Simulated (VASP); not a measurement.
# K3W (Fm-3m) in VASP: further runs

The runs below take K3W through single point, relaxation of cell and atoms, with PBE.

All numbers are computed with VASP 6.6.1; they aren't measurements. Logs are shortened: lines on timing, memory, paths and dates and some standing lists are left out, and cuts for length are marked.

## 1. The cell of the first run

Symmetry: Fm-3m, No. 225, cubic system. The conventional cell has a = 8.615 Å, b = 8.615 Å, c = 8.615 Å, α = 90.00°, β = 90.00°, γ = 90.00°. K (site symmetry -43m) has 10 K at 3.73 to 4.31 Å and 4 W at 3.73 Å within 4.9 Å. K (site symmetry m-3m) has 8 K at 3.73 Å and 6 W at 4.31 Å within 4.9 Å. Within 4.9 Å of W (site symmetry m-3m) lie 14 K at 3.73 to 4.31 Å.

## 2. Single point, PBE

INCAR

```
  PREC = Accurate
  ENCUT = 520
  EDIFF = 1E-6
  ISMEAR = 0
  SIGMA = 0.1
  LREAL = F
  LASPH = T
  NELM = 100
  ALGO = Normal
  ISIF = 2
  LWAVE = F
  LCHARG = F
  GGA = PE
  NBANDS = 28
```

KPOINTS

```
Automatic mesh
0
Gamma
  10 10 10
```

POSCAR

```
K3W
1.0
    0.0000000000      4.3076995557      4.3076995557
    4.3076995557      0.0000000000      4.3076995557
    4.3076995557      4.3076995557      0.0000000000
K W
3 1
Direct
    0.7500000000      0.7500000000      0.7500000000
    0.5000000000      0.5000000000      0.5000000000
    0.2500000000      0.2500000000      0.2500000000
    0.0000000000      0.0000000000      0.0000000000
```

Potentials or basis: VASP PAW PBE potentials, release 64 (K_sv, W_sv).

Started as:

```console
$ cat potpaw_PBE.64/K_sv/POTCAR potpaw_PBE.64/W_sv/POTCAR > POTCAR
$ mpirun -np 1 vasp_std > vasp.out
```

OUTCAR:

```text
PREC = Accurate
   ENCUT = 520
   EDIFF = 1E-6
   ISMEAR = 0
   LREAL = F
   LASPH = T
   NELM = 100
   ISIF = 2
   GGA = PE

 ion  position               nearest neighbor table
   1  0.750  0.750  0.750-   2 3.73   2 3.73   2 3.73   2 3.73
   2  0.500  0.500  0.500-   3 3.73   3 3.73   3 3.73   1 3.73   1 3.73   1 3.73   3 3.73   1 3.73

   3  0.250  0.250  0.250-   2 3.73   2 3.73   2 3.73   2 3.73
   4  0.000  0.000  0.000-

  LATTYP: Found a face centered cubic cell.
 ALAT       =     8.6153991114

  Lattice vectors:

 A1 = (   0.0000000000,   4.3076995557,   4.3076995557)
 A2 = (   4.3076995557,   0.0000000000,   4.3076995557)
 A3 = (   4.3076995557,   4.3076995557,   0.0000000000)

Analysis of symmetry for initial positions (statically):
=====================================================================
 Subroutine PRICEL returns:
 Original cell was already a primitive cell.

 Routine SETGRP: Setting up the symmetry group for a
 face centered cubic supercell.

 Subroutine GETGRP returns: Found 48 space group operations
 (whereof 48 operations were pure point group operations)
 out of a pool of 48 trial point group operations.

The static configuration has the point symmetry O_h .

Analysis of symmetry for dynamics (positions and initial velocities):
=====================================================================
 Subroutine PRICEL returns:
 Original cell was already a primitive cell.

 Routine SETGRP: Setting up the symmetry group for a
 face centered cubic supercell.

 Subroutine GETGRP returns: Found 48 space group operations
 (whereof 48 operations were pure point group operations)
 out of a pool of 48 trial point group operations.

The dynamic configuration has the point symmetry O_h .

 Subroutine INISYM returns: Found 48 space group operations
 (whereof 48 operations are pure point group operations),
 and found     1 'primitive' translations

----------------------------------------------------------------------------------------

                                     Primitive cell

  volume of cell :     159.8697

  direct lattice vectors                    reciprocal lattice vectors
     0.000000000  4.307699556  4.307699556    -0.116071233  0.116071233  0.116071233
     4.307699556  0.000000000  4.307699556     0.116071233 -0.116071233  0.116071233
     4.307699556  4.307699556  0.000000000     0.116071233  0.116071233 -0.116071233

  length of vectors
     6.092007134  6.092007134  6.092007134     0.201041273  0.201041273  0.201041273

  position of ions in fractional coordinates (direct lattice)
     0.750000000  0.750000000  0.750000000
     0.500000000  0.500000000  0.500000000
     0.250000000  0.250000000  0.250000000
     0.000000000  0.000000000  0.000000000

  ion indices of the primitive-cell ions
   primitive index   ion index
                 1           1
                 2           2
                 3           3
                 4           4

----------------------------------------------------------------------------------------

 KPOINTS: Automatic mesh

Automatic generation of k-mesh.
 Grid dimensions read from file:
 generate k-points for:   10   10   10

 Generating k-lattice:

  Cartesian coordinates                     Fractional coordinates (reciprocal lattice)
    -0.011607123  0.011607123  0.011607123     0.100000000  0.000000000  0.000000000
     0.011607123 -0.011607123  0.011607123     0.000000000  0.100000000  0.000000000
     0.011607123  0.011607123 -0.011607123     0.000000000  0.000000000  0.100000000

  Length of vectors
     0.020104127  0.020104127  0.020104127

  Shift w.r.t. Gamma in fractional coordinates (k-lattice)
     0.000000000  0.000000000  0.000000000

 Subroutine IBZKPT returns following result:
 ===========================================

 Found     47 irreducible k-points:

 Following reciprocal coordinates:
            Coordinates               Weight
  0.000000  0.000000  0.000000      1.000000
  0.100000  0.000000  0.000000      8.000000
  0.200000  0.000000  0.000000      8.000000
  0.300000  0.000000  0.000000      8.000000
  0.400000  0.000000  0.000000      8.000000
  0.500000  0.000000  0.000000      4.000000
[... 16 lines left out ...]
  0.300000  0.300000  0.000000      6.000000
  0.400000  0.300000  0.000000     24.000000
 [... further k-points ...]
   k-points           NKPTS =     47   k-points in BZ     NKDIM =     47   number of bands    NBANDS=     28
   number of dos      NEDOS =    301   number of ions     NIONS =      4
   total plane-waves  NPLWV = 110592
   dimension x,y,z NGX =    48 NGY =   48 NGZ =   48
   dimension x,y,z NGXF=    96 NGYF=   96 NGZF=   96
   ions per type =               3   1
   NGX,Y,Z   is equivalent  to a cutoff of  13.10, 13.10, 13.10 a.u.
   NGXF,Y,Z  is equivalent  to a cutoff of  26.20, 26.20, 26.20 a.u.
 SYSTEM =  unknown system
   PREC   = accura    normal or accurate (medium, high low for compatibility)
   ISTART =      0    job   : 0-new  1-cont  2-samecut
   ICHARG =      2    charge: 1-file 2-atom 10-const
   ISPIN  =      1    spin polarized calculation?
   LNONCOLLINEAR =      F non collinear calculations
   LSORBIT =      F    spin-orbit coupling
   LASPH  =      T    aspherical Exc in radial PAW
   ENCUT  =  520.0 eV  38.22 Ry    6.18 a.u.  11.33 11.33 11.33*2*pi/ulx,y,z
   NELM   =    100;   NELMIN=  2; NELMDL= -5     # of ELM steps
   EDIFF  = 0.1E-05   stopping-criterion for ELM
   LREAL  =      F    real-space projection
   EDIFFG = 0.1E-04   stopping-criterion for IOM
   NSW    =      0    number of steps for IOM
   IBRION =     -1    ionic relax: 0-MD 1-quasi-New 2-CG
   NFREE  =      0    steps in history (QN), initial steepest desc. (CG)
   ISIF   =      2    stress and relaxation
   ISYM   =      2    0-nonsym 1-usesym 2-fastsym
   POTIM  = 0.5000    time-step for ionic-motion
   TEBEG  =    0.0;   TEEND  =   0.0 temperature during run
   PSTRESS=    0.0 pullay stress
   NELECT =      41.0000    total number of electrons
   NUPDOWN=      -1.0000    fix difference up-down
   EMIN   =  10.00;   EMAX   =-10.00  energy-range for DOS
   EFERMI =   0.00;   METHOD = LEGACY
   ISMEAR =     0;   SIGMA  =   0.10  broadening in eV -4-tet -1-fermi 0-gaus
   EFERMI_NEDOS =   21; number of points for ismear=-14 and -15
   IALGO  =     38    algorithm
   IMIX   =      4    mixing-type and parameters
     AMIX     =   0.40;   BMIX     =  1.00
     AMIX_MAG =   1.60;   BMIX_MAG =  1.00
  volume/ion in A,a.u.               =      39.97       269.71
  Fermi-wavevector in a.u.,A,eV,Ry     =   1.040113  1.965529 14.719272  1.081836
  Thomas-Fermi vector in A             =   2.174674
   LORBIT       =      0    0 simple, 1 ext, 2 COOP (PROOUT), +10 PAW based schemes
   GGA     = PE    functional components
   LHFCALC =     F    Hartree Fock is set to
   AEXX    =    0.0000 exact exchange contribution
   IVDW    =     0    specifies the selected vdW correction
   LEPSILON=     F    determine dielectric tensor
   LRPA    =     F    only Hartree local field effects (RPA)
 non-spin polarized calculation
 Gauss-broadening in eV      SIGMA  =   0.10
  energy-cutoff  :      520.00
  volume of cell :      159.87
 maximum number of plane-waves:      4336
 NGX is ok and might be reduce to    48
   NGX = 23   NGY = 23   NGZ = 23

 number of electron      41.0000000 magnetization

 Free energy of the ion-electron system (eV)
  ---------------------------------------------------
  ext. energy  EPLUGINS =         0.00000000
  ---------------------------------------------------
  free energy    TOTEN  =        -8.35952507 eV

  energy without entropy =       -8.27073109  energy(sigma->0) =       -8.31512808

 E-fermi :   1.2555     XC(G=0):  -7.6890

 val. band max:        1.2531785758   @ k =  -0.3000   0.3000   0.1000
 cond. band min:       1.2561582285   @ k =   0.2000   0.0000   0.0000
 fundamental gap:      0.0029796527
 Fermi energy:         1.2554574947

 k-point     1 :       0.0000    0.0000    0.0000
  band No.  band energies     occupation
      1     -72.5171      2.00000
      2     -36.6916      2.00000
      3     -36.6916      2.00000
      4     -36.6916      2.00000
      5     -30.2503      2.00000
      6     -29.6659      2.00000
[... 20 lines left out ...]
     27       5.0766      0.00000
     28       5.0780      0.00000

 k-point     2 :       0.1000    0.0000    0.0000
  band No.  band energies     occupation
      1     -72.5171      2.00000
      2     -36.6916      2.00000
      3     -36.6916      2.00000
      4     -36.6916      2.00000
      5     -30.2502      2.00000
      6     -29.6657      2.00000
[... 20 lines left out ...]
     27       5.0964      0.00000
     28       5.0992      0.00000

 k-point     3 :       0.2000    0.0000    0.0000
  band No.  band energies     occupation
      1     -72.5171      2.00000
      2     -36.6917      2.00000
      3     -36.6916      2.00000
      4     -36.6916      2.00000
      5     -30.2498      2.00000
      6     -29.6651      2.00000
[... 20 lines left out ...]
     27       5.1216      0.00000
     28       5.1250      0.00000

 k-point     4 :       0.3000    0.0000    0.0000
  band No.  band energies     occupation
      1     -72.5171      2.00000
      2     -36.6917      2.00000
      3     -36.6916      2.00000
      4     -36.6916      2.00000
      5     -30.2493      2.00000
      6     -29.6641      2.00000
[... 578 lines left out ...]
     27       5.0597      0.00000
     28       5.3180      0.00000

 k-point    23 :       0.3000    0.3000    0.0000
  band No.  band energies     occupation
      1     -72.5171      2.00000
      2     -36.6917      2.00000
      3     -36.6917      2.00000
      4     -36.6917      2.00000
      5     -30.2490      2.00000
      6     -29.6642      2.00000
[... 20 lines left out ...]
     27       4.6237      0.00000
     28       5.1336      0.00000

 k-point    24 :       0.4000    0.3000    0.0000
  band No.  band energies     occupation
      1     -72.5171      2.00000
      2     -36.6917      2.00000
      3     -36.6917      2.00000
      4     -36.6917      2.00000
      5     -30.2487      2.00000
      6     -29.6637      2.00000
[... 20 lines left out ...]
     27       4.6146      0.00000
     28       5.1186      0.00000

 [... further k-points ...]
[... 5 lines left out ...]
  --------------------------------------------------------------------------------------
  -------------------------------------------------------------------------------------
  Total        0.0440904      0.0440904      0.0440904      0.0000000      0.0000000      0.0000000
  in kB        0.4418635      0.4418635      0.4418635      0.0000000      0.0000000      0.0000000
  external PRESSURE =       0.4418635 kB  Pullay stress =       0.0000000 kB

 VOLUME and BASIS-vectors are now :
 -----------------------------------------------------------------------------
  energy-cutoff  :      520.00
  volume of cell :      159.87
      direct lattice vectors                 reciprocal lattice vectors
     0.000000000  4.307699556  4.307699556    -0.116071233  0.116071233  0.116071233
     4.307699556  0.000000000  4.307699556     0.116071233 -0.116071233  0.116071233
     4.307699556  4.307699556  0.000000000     0.116071233  0.116071233 -0.116071233

 POSITION                                       TOTAL-FORCE (eV/Angst)
 -----------------------------------------------------------------------------------
      6.46155      6.46155      6.46155        -0.000000      0.000000     -0.000000
      4.30770      4.30770      4.30770        -0.000000     -0.000000     -0.000000
      2.15385      2.15385      2.15385         0.000000      0.000000      0.000000
      0.00000      0.00000      0.00000        -0.000000     -0.000000     -0.000000
 -----------------------------------------------------------------------------------
    total drift:                               -0.000000     -0.000000     -0.000000

  FREE ENERGIE OF THE ION-ELECTRON SYSTEM (eV)
  ---------------------------------------------------
  free  energy   TOTEN  =        -8.3595250707 eV

  energy  without entropy=       -8.2707310938  energy(sigma->0) =       -8.31512808
```

Run time: 1.9 min. Hardware: 1 thread of Intel Xeon 6975P-C (Granite Rapids), shared host; peak memory 0.42 GiB.

What came out:

| Quantity | Value |
| --- | --- |
| Free energy | -8.3595 eV |
| Pressure | 0.0 GPa |

Levels at points of the mesh, in eV from the Fermi level:
| k point | band 18 | band 19 | band 20 | band 21 | band 22 | band 23 |
| --- | --- | --- | --- | --- | --- | --- |
| (0.00, 0.00, 0.00) | -0.20 | -0.20 | -0.04 | -0.04 | -0.04 | 1.82 |
| (0.50, 0.00, 0.00) | -0.64 | -0.10 | -0.10 | -0.08 | 0.12 | 0.12 |
| (0.50, 0.50, 0.00) | -0.49 | -0.45 | -0.28 | 0.10 | 0.16 | 0.16 |

Caveat: spin-orbit coupling is left out, which moves the levels of the heavy elements.

## 3. Relaxation of cell and atoms, PBE

This run uses another cell than the first one, of 32.66 Å³/atom, 0.817 times its volume.

INCAR

```
SYSTEM = K3W
  ALGO = Normal
  EDIFF = 1E-7
  EDIFFG = -0.01
  ENCUT = 600
  GGA = PE
  IBRION = 2
  ISIF = 3
  ISMEAR = 0
  LASPH = .TRUE.
  LCHARG = .FALSE.
  LREAL = .FALSE.
  LWAVE = .FALSE.
  NELM = 100
  NSW = 100
  PREC = Accurate
  SIGMA = 0.1
```

KPOINTS

```
k-points
0
G
  10 10 10
  0 0 0
```

POSCAR

```
K3W
1.0
    0.0000000000      4.0271676700      4.0271676700
    4.0271676700      0.0000000000      4.0271676700
    4.0271676700      4.0271676700      0.0000000000
K W
3 1
Direct
    0.7500000000      0.7500000000      0.7500000000
    0.5000000000      0.5000000000      0.5000000000
    0.2500000000      0.2500000000      0.2500000000
    0.0000000000      0.0000000000      0.0000000000
```

Potentials or basis: VASP PAW PBE potentials, release 64 (K_sv, W_sv).

Started as:

```console
$ cat potpaw_PBE.64/K_sv/POTCAR potpaw_PBE.64/W_sv/POTCAR > POTCAR
$ mpirun -np 1 vasp_std > vasp.out
```

OUTCAR:

```text
SYSTEM = K3W
   EDIFF = 1E-7
   EDIFFG = -0.01
   ENCUT = 600
   GGA = PE
   IBRION = 2
   ISIF = 3
   ISMEAR = 0
   LASPH = .TRUE.
   LREAL = .FALSE.
   NELM = 100
   NSW = 100
   PREC = Accurate

 ion  position               nearest neighbor table
   1  0.750  0.750  0.750-   2 3.49   2 3.49   2 3.49   4 3.49   4 3.49   4 3.49   4 3.49   2 3.49

   2  0.500  0.500  0.500-   3 3.49   3 3.49   3 3.49   1 3.49   1 3.49   1 3.49   3 3.49   1 3.49

   3  0.250  0.250  0.250-   4 3.49   4 3.49   4 3.49   2 3.49   2 3.49   2 3.49   4 3.49   2 3.49

   4  0.000  0.000  0.000-   1 3.49   1 3.49   1 3.49   3 3.49   3 3.49   3 3.49   3 3.49   1 3.49

  LATTYP: Found a face centered cubic cell.
 ALAT       =     8.0543353400

  Lattice vectors:
[... 298 lines left out ...]

 number of electron      41.0000001 magnetization

 Free energy of the ion-electron system (eV)
  ---------------------------------------------------
  ext. energy  EPLUGINS =         0.00000000
  ---------------------------------------------------
  free energy    TOTEN  =        -8.35634602 eV

  energy without entropy =       -8.26737206  energy(sigma->0) =       -8.31185904

 E-fermi :   1.2490     XC(G=0):  -7.6828

 val. band max:        1.2467675539   @ k =  -0.3000   0.3000   0.1000
 cond. band min:       1.2495730167   @ k =   0.2000   0.0000   0.0000
 fundamental gap:      0.0028054628
 Fermi energy:         1.2490174904

 k-point     1 :       0.0000    0.0000    0.0000
  band No.  band energies     occupation
      1     -72.5251      2.00000
      2     -36.6995      2.00000
      3     -36.6995      2.00000
      4     -36.6995      2.00000
      5     -30.2583      2.00000
      6     -29.6740      2.00000
[... 637 lines left out ...]
     23       1.4323      0.00954
     24       2.7459      0.00000

 [... further k-points ...]
[... 5 lines left out ...]
  --------------------------------------------------------------------------------------
  -------------------------------------------------------------------------------------
  Total        0.0237656      0.0237656      0.0237656      0.0000000     -0.0000000      0.0000000
  in kB        0.2377596      0.2377596      0.2377596      0.0000000     -0.0000000      0.0000000
  external PRESSURE =       0.2377596 kB  Pullay stress =       0.0000000 kB
[... 19 lines left out ...]
  FREE ENERGIE OF THE ION-ELECTRON SYSTEM (eV)
  ---------------------------------------------------
  free  energy   TOTEN  =        -8.3563460218 eV

  energy  without entropy=       -8.2673720604  energy(sigma->0) =       -8.31185904

 reached required accuracy - stopping structural energy minimisation
```

OSZICAR:

```text
N       E                     dE             d eps       ncg     rms          rms(c)
DAV:   1     0.381486737968E+03    0.38149E+03   -0.21375E+04  2264   0.175E+03
DAV:   2     0.161088214770E+02   -0.36538E+03   -0.36247E+03  2624   0.498E+02
[... 51 lines left out ...]
DAV:   6    -0.835634580457E+01    0.88095E-03   -0.19907E-02  2992   0.323E-01    0.112E-01
DAV:   7    -0.835634778331E+01   -0.19787E-05   -0.23318E-03  3008   0.137E-01    0.288E-02
DAV:   8    -0.835634698932E+01    0.79399E-06   -0.80911E-05  3504   0.379E-02    0.968E-03
DAV:   9    -0.835634553479E+01    0.14545E-05   -0.16925E-05  2312   0.930E-03    0.151E-03
DAV:  10    -0.835634607379E+01   -0.53900E-06   -0.33606E-07  2064   0.193E-03    0.677E-04
DAV:  11    -0.835634602176E+01    0.52029E-07   -0.19796E-08  1360   0.847E-04
   4 F= -.83563460E+01 E0= -.83118590E+01  d E =-.255045E+00
```

CONTCAR:

```text
K3W
   1.00000000000000
     0.0000000000000000    4.3101947198087718    4.3101947198087718
     4.3101947198087718   -0.0000000000000000    4.3101947198087718
     4.3101947198087718    4.3101947198087718    0.0000000000000000
  K               W
     3     1
Direct
     0.7500000000000000    0.7500000000000000    0.7500000000000000
     0.5000000000000000    0.5000000000000000    0.5000000000000000
     0.2500000000000000    0.2500000000000000    0.2500000000000000
     1.0000000000000000    0.0000000000000000    1.0000000000000000

  0.00000000E+00  0.00000000E+00  0.00000000E+00
  0.00000000E+00  0.00000000E+00  0.00000000E+00
  0.00000000E+00  0.00000000E+00  0.00000000E+00
  0.00000000E+00  0.00000000E+00  0.00000000E+00
```

Run time: 7 min. Hardware: 1 thread of Intel Xeon 6975P-C (Granite Rapids), shared host; peak memory 0.45 GiB.

Results:

```
Free energy                            : -8.3563 eV
Relaxed volume                         : 40.04 Å³/atom
Relaxed cell                           : a = 6.096 Å, b = 6.096 Å, c = 6.096 Å, α = 60.00°, β = 60.00°, γ = 60.00°
Space group after relaxing (to 0.05 Å) : Fm-3m (No. 225)
Energy gained by relaxing              : 63.8 meV/atom
Ionic steps                            : 4
Pressure after relaxing                : 0.0 GPa
```

The path:
```tsv
step	energy change (eV)	largest force (eV/Å)	pressure (GPa)	volume (Å³)
1	0.0000	0.0000	3.21	130.63
2	-0.1829	0.0000	1.48	143.41
3	-0.2529	0.0000	0.22	157.29
4	-0.2550	0.0000	0.02	160.15
```

Final structure:
```
K W
1.0
     0.00000    4.31019    4.31019
     4.31019    0.00000    4.31019
     4.31019    4.31019    0.00000
K W
3 1
Direct
  0.75000 0.75000 0.75000
  0.50000 0.50000 0.50000
  0.25000 0.25000 0.25000
  0.00000 0.00000 0.00000
```

Levels at points of the mesh, in eV from the Fermi level:
```csv
k point,band 18,band 19,band 20,band 21,band 22,band 23
"(0.00, 0.00, 0.00)",-0.19,-0.19,-0.04,-0.04,-0.04,1.82
"(0.50, 0.00, 0.00)",-0.64,-0.10,-0.10,-0.08,0.12,0.12
"(0.50, 0.50, 0.00)",-0.49,-0.45,-0.28,0.10,0.16,0.16
```

Caveat: the volume moved by over 15 % at a fixed basis, so the end points are rough; spin-orbit coupling is left out, which moves the levels of the heavy elements.
